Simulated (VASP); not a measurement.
Crystal: Fe.

```
CELL_PARAMETERS angstrom
-1.43332 1.43332 1.43332
1.43332 -1.43332 1.43332
1.43332 1.43332 -1.43332
ATOMIC_POSITIONS crystal
Fe 0.00000 0.00000 0.00000
```

This cell differs from its parent crystal: volume scaled by 0.98.

Base run:

- Program: VASP 6.6.1
- Functional: LDA
- Potentials or basis: VASP PAW LDA potentials, release 64 (Fe)
- Cutoff: 520 eV
- k mesh: 13 × 13 × 13
- Occupations: fermi-dirac, width 0.05 eV
- Spin: collinear spin, ferromagnetic start
- Starting moments: [3.0] μB

Its results: pressure -24.5 GPa; net moment 2.13 μB per cell; site moments Fe +2.11 μB.

Question: The run is repeated on the same cell with these changes: potentials or basis from VASP PAW LDA potentials, release 64 (Fe) to VASP PAW LDA potentials, release 64 (Fe_sv); cutoff from 520 eV to 600 eV; further incar settings from ALGO = Fast; EDIFF = 1e-06; NBANDS = 14 to ALGO = Normal; EDIFF = 1e-06; NBANDS = 18; valence electrons from 8 to 16. What comes out?

Answer: Pressure -27.6 GPa; net moment 2.12 μB per cell; site moments Fe +2.09 μB.
